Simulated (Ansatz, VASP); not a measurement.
One calculation of TlBi, two programs

```xyz
2
Lattice="3.9917 0.0000 0.0000 0.0000 3.9917 0.0000 0.0000 0.0000 3.9917" Properties=species:S:1:pos:R:3 pbc="T T T"
Tl    0.0000    0.0000    0.0000
Bi    1.9959    1.9959    1.9959
```

Alike in both runs: task single point; functional PBEsol; k mesh 9 × 9 × 9; occupations fermi-dirac, width 0.05 eV; no spin polarisation.

```csv
,VASP,Ansatz
version,VASP 6.6.1,Ansatz 0.2.0
potentials or method,"VASP PAW PBE potentials, release 64 (Tl_d, Bi_d), cutoff 520 eV","all-electron LAPW, scalar-relativistic"
```

Ansatz gave:

| Quantity | Value |
| --- | --- |
| pressure (GPa) | -3.0 |

What did VASP give for the same quantities?

Pressure (GPa): -3.1.

VASP's potentials were made for PBE, not for PBEsol. Ansatz ran all-electron here, and VASP with PAW potentials.

Spin-orbit coupling is off throughout.
